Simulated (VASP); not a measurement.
# TiTe2 (P-3m1) in VASP: notebook, part 2 of 2

VASP 6.6.1. Earlier steps stand in the parts before.

### Step 4. Relaxation of cell and atoms, LDA

The input, INCAR:

```
PREC = Accurate ; ENCUT = 600
EDIFF = 1E-6 ; ISMEAR = -1
SIGMA = 0.05 ; LREAL = F
LASPH = T ; NELM = 80
ALGO = Normal ; ISIF = 3
LWAVE = F ; LCHARG = F
GGA = CA ; IBRION = 2
NSW = 60 ; EDIFFG = -0.01
```

The input, KPOINTS:

```
Automatic mesh
0
Gamma
  8 8 4
```

The input, POSCAR:

```
TiTe2
1.0
    3.7770000000      0.0000000000      0.0000000000
   -1.8885000000      3.2709779501      0.0000000000
    0.0000000000      0.0000000000      6.4980000000
Te Ti
2 1
Direct
    0.3333333333      0.6666666667      0.7372000000
    0.6666666667      0.3333333333      0.2628000000
    0.0000000000      0.0000000000      0.0000000000
```

Potentials or basis: VASP PAW LDA potentials, release 64 (Te, Ti_sv).

The run is started by

```sh
$ cat potpaw_LDA.64/Te/POTCAR potpaw_LDA.64/Ti_sv/POTCAR > POTCAR
$ mpirun -np 1 vasp_std > vasp.out
```

OUTCAR:

```text
PREC = Accurate
   ENCUT = 600
   EDIFF = 1E-6
   ISMEAR = -1
   LREAL = F
   LASPH = T
   NELM = 80
   ISIF = 3
   GGA = CA
   IBRION = 2
   NSW = 60
   EDIFFG = -0.01

 ion  position               nearest neighbor table
   1  0.333  0.667  0.737-   3 2.77   3 2.77   3 2.77
   2  0.667  0.333  0.263-   3 2.77   3 2.77   3 2.77
   3  0.000  0.000  0.000-   1 2.77   2 2.77   2 2.77   1 2.77   2 2.77   1 2.77

  LATTYP: Found a hexagonal cell.
 ALAT       =     3.7770000000
 C/A-ratio  =     1.7204130262

  Lattice vectors:

 A1 = (   3.7770000000,   0.0000000000,   0.0000000000)
 A2 = (  -1.8885000000,   3.2709779501,   0.0000000000)
 A3 = (   0.0000000000,   0.0000000000,   6.4980000000)

Analysis of symmetry for initial positions (statically):
=====================================================================
 Subroutine PRICEL returns:
 Original cell was already a primitive cell.

 Routine SETGRP: Setting up the symmetry group for a
 hexagonal supercell.

 Subroutine GETGRP returns: Found 12 space group operations
 (whereof 12 operations were pure point group operations)
 out of a pool of 24 trial point group operations.

[... 174 lines left out ...]
  external PRESSURE =     -40.0895208 kB  Pullay stress =       0.0000000 kB
[... 92 lines left out ...]
  FREE ENERGIE OF THE ION-ELECTRON SYSTEM (eV)
  ---------------------------------------------------
  free  energy   TOTEN  =       -18.3395195436 eV

  energy  without entropy=      -18.3279456878  energy(sigma->0) =      -18.33373262

[... ionic steps 4 to 7 ...]

--------------------------------------- Ionic step        8  -------------------------------------------

 number of electron      23.9999997 magnetization

------------------------ aborting loop because EDIFF is reached ----------------------------------------
[... 69 lines left out ...]
--------------------------------------- Ionic step       10  -------------------------------------------

 number of electron      23.9999997 magnetization

 Free energy of the ion-electron system (eV)
  ---------------------------------------------------
  ext. energy  EPLUGINS =         0.00000000
  ---------------------------------------------------
  free energy    TOTEN  =       -18.35463375 eV

  energy without entropy =      -18.34292520  energy(sigma->0) =      -18.34877947

 E-fermi :   7.6886     XC(G=0): -10.4921

 val. band max:        7.6732645036   @ k =   0.5000   0.0000   0.0000
 cond. band min:       7.7019159810   @ k =   0.1250   0.0000   0.0000
 fundamental gap:      0.0286514775
 Fermi energy:         7.6885962012

 k-point     1 :       0.0000    0.0000    0.0000
  band No.  band energies     occupation
      1     -48.8753      2.00000
      2     -25.5285      2.00000
      3     -25.5285      2.00000
      4     -25.5142      2.00000
      5      -5.1870      2.00000
      6      -3.3892      2.00000
[... 433 lines left out ...]
      3     -25.5545      2.00000
      4     -25.4991      2.00000
      5      -3.2651      2.00000
      6      -2.8029      2.00000
[... 8 lines left out ...]
     15       9.1877      0.00000
     16       9.9437      0.00000

 [... further k-points ...]
[... 5 lines left out ...]
  --------------------------------------------------------------------------------------
  -------------------------------------------------------------------------------------
  Total        0.0009301      0.0009301      0.0009972      0.0000000     -0.0000000      0.0000000
  in kB        0.0201987      0.0201987      0.0216543      0.0000000     -0.0000000      0.0000000
  external PRESSURE =       0.0206839 kB  Pullay stress =       0.0000000 kB
[... 18 lines left out ...]
  FREE ENERGIE OF THE ION-ELECTRON SYSTEM (eV)
  ---------------------------------------------------
  free  energy   TOTEN  =       -18.3546337472 eV

  energy  without entropy=      -18.3429251982  energy(sigma->0) =      -18.34877947

 reached required accuracy - stopping structural energy minimisation
```

It took 2.5 min on 1 thread of AMD EPYC 9R45 (Zen 5), shared host; peak memory 0.2 GiB.

What came out:

```yaml
Free_energy: -18.3546 eV
Relaxed_volume: 24.59 Å³/atom
Relaxed_cell: a = 3.677 Å, b = 3.677 Å, c = 6.302 Å, α = 90.00°, β = 90.00°, γ = 120.00°
Space_group_after_relaxing_to_0.1_Å: P-3m1 (No. 164)
Energy_gained_by_relaxing: 24.8 meV/atom
Ionic_steps: 10
Pressure_after_relaxing: 0.0 GPa
Band_gap_on_the_k_mesh: zero (bands 12 and 13 overlap by 0.85 eV)
```

Step by step:
```
step  energy change (eV)  largest force (eV/Å)  pressure (GPa)  volume (Å³)
   1              0.0000                0.2806           -4.01        80.28
   2             -0.0214                0.7415            3.55        72.75
   3             -0.0593                0.2611           -0.17        75.95
   4             -0.0655                0.1931           -0.14        75.46
   5             -0.0695                0.0200            0.02        73.97
   6             -0.0707                0.0525           -0.02        74.46
   7             -0.0726                0.0338           -0.06        74.26
   8             -0.0744                0.0091           -0.07        73.84
   9             -0.0743                0.0237            0.18        73.61
  10             -0.0744                0.0003            0.00        73.78
```

Final structure:
```xyz
3
Lattice="3.6768 0.0000 0.0000 -1.8384 3.1842 0.0000 0.0000 0.0000 6.3017" Properties=species:S:1:pos:R:3 pbc="T T T"
Te    0.0000    2.1228    4.5998
Te    1.8384    1.0614    1.7019
Ti    0.0000    0.0000    0.0000
```

Caveat: spin-orbit coupling is left out, which moves the levels of the heavy elements. Zero-point motion and thermal expansion aren't in these numbers.

### Step 5. Relaxation of cell and atoms, PBEsol

The input, INCAR:

```
PREC     = Accurate       # precision mode
ENCUT    = 600            # plane-wave cutoff, eV
EDIFF    = 1E-7           # SCF threshold, eV
ISMEAR   = -1             # smearing method
SIGMA    = 0.05           # smearing width, eV
LREAL    = F              # projectors in reciprocal space
LASPH    = T              # aspherical terms in the spheres
NELM     = 80             # most SCF steps
ALGO     = Normal         # electronic algorithm
ISIF     = 3              # what is computed and relaxed
LWAVE    = F              # write WAVECAR
LCHARG   = F              # write CHGCAR
GGA      = PS             # functional
IBRION   = 2              # ionic algorithm
NSW      = 60             # ionic steps
EDIFFG   = -0.01          # ionic threshold
```

KPOINTS is that of step 4.

POSCAR is that of step 4.

Potentials or basis: VASP PAW PBE potentials, release 64 (Te, Ti_sv).

The run is started by

```sh
$ cat potpaw_PBE.64/Te/POTCAR potpaw_PBE.64/Ti_sv/POTCAR > POTCAR
$ mpirun -np 1 vasp_std > vasp.out
```

Run time: 3 min. Hardware: 1 thread of AMD EPYC 9R45 (Zen 5), shared host; peak memory 0.22 GiB.

It converged, with:

| Quantity | Value |
| --- | --- |
| Free energy | -17.5501 eV |
| Relaxed volume | 25.37 Å³/atom |
| Relaxed cell | a = 3.706 Å, b = 3.706 Å, c = 6.398 Å, α = 90.00°, β = 90.00°, γ = 120.00° |
| Space group after relaxing (to 0.1 Å) | P-3m1 (No. 164) |
| Energy gained by relaxing | 8.9 meV/atom |
| Ionic steps | 10 |
| Pressure after relaxing | 0.0 GPa |
| Band gap on the k mesh | zero (bands 12 and 13 overlap by 0.82 eV) |

Step by step:
```csv
step,energy change (eV),largest force (eV/Å),pressure (GPa),volume (Å³)
1,0.0000,0.1095,-2.23,80.28
2,-0.0103,0.4060,1.62,76.03
3,-0.0191,0.1909,-0.03,77.70
4,-0.0228,0.1343,-0.03,77.34
5,-0.0250,0.0412,-0.03,76.77
6,-0.0257,0.0305,-0.04,76.63
7,-0.0268,0.0038,-0.05,76.23
8,-0.0268,0.0108,-0.05,76.16
9,-0.0267,0.0230,0.17,75.95
10,-0.0268,0.0018,0.01,76.10
```

Final structure:
```
Te Ti
1.0
     3.70588    0.00000    0.00000
    -1.85294    3.20938    0.00000
     0.00000    0.00000    6.39845
Te Ti
2 1
Direct
  0.33333 0.66667 0.73162
  0.66667 0.33333 0.26838
  0.00000 0.00000 0.00000
```

Levels at points of the mesh, in eV from the Fermi level:
```
           k point  band 8  band 9  band 10  band 11  band 12  band 13  band 14  band 15  band 16
(0.00, 0.00, 0.00)   -1.61   -1.61     0.27     0.45     0.45     0.72     1.29     1.29     3.19
(0.50, 0.00, 0.00)   -3.88   -2.88    -2.50    -1.71    -1.13    -0.01     1.28     1.63     2.46
(0.00, 0.00, 0.50)   -2.93   -1.52    -1.52     0.44     0.44     0.89     0.89     1.11     3.73
(0.50, 0.00, 0.50)   -4.85   -2.53    -2.06    -0.91    -0.47    -0.37     1.28     1.62     2.68
```

Caveat: the PAW data sets were made with another functional, which shifts forces and pressure a little; spin-orbit coupling is left out, which moves the levels of the heavy elements; this functional lacks dispersion, which binds layers or chains, so the pressure and a relaxed spacing across them are unreliable.

### Step 6. Overview

```tsv
task	level	potentials or basis	cell	cutoff (eV)	gap on the mesh (eV)	pressure (GPa)	relaxed volume (Å³/atom)	largest force (eV/Å)
single point	RPBE	VASP PAW PBE potentials, release 64 (Te, Ti_sv)	a = 3.777, b = 3.777, c = 6.498 Å, angles 90.0, 90.0, 120.0°, 3 atoms, atomic positions A	520	none	2.8	-	0.10
single point	RPBE	VASP PAW PBE potentials, release 64 (Te, Ti_sv)	a = 3.812, b = 3.812, c = 9.100 Å, angles 90.0, 90.0, 120.0°, 3 atoms, atomic positions B	520	none	0.0	-	0.01
relaxation of cell and atoms	LDA	VASP PAW LDA potentials, release 64 (Te, Ti_sv)	relaxed from a = 3.777, b = 3.777, c = 6.498 Å, angles 90.0, 90.0, 120.0°, 3 atoms, atomic positions A	600	none	0.0	24.59	-
relaxation of cell and atoms	PBEsol	VASP PAW PBE potentials, release 64 (Te, Ti_sv)	relaxed from a = 3.777, b = 3.777, c = 6.498 Å, angles 90.0, 90.0, 120.0°, 3 atoms, atomic positions A	600	none	0.0	25.37	-
```

Alike in all rows: no spin polarisation; k mesh 8 × 8 × 4; smearing fermi-dirac 0.05 eV.

Caveats: spin-orbit coupling is left out, which moves the levels of the heavy elements; the PAW data sets were made with another functional, which shifts forces and pressure a little (at least some runs); this functional lacks dispersion, which binds layers or chains, so the pressure and a relaxed spacing across them are unreliable (at least some runs).

Total energies depend on the potentials used, so only differences within one code and one set of settings carry meaning.

The gap in the log of VASP goes by the Fermi energy; the results here count the filled bands.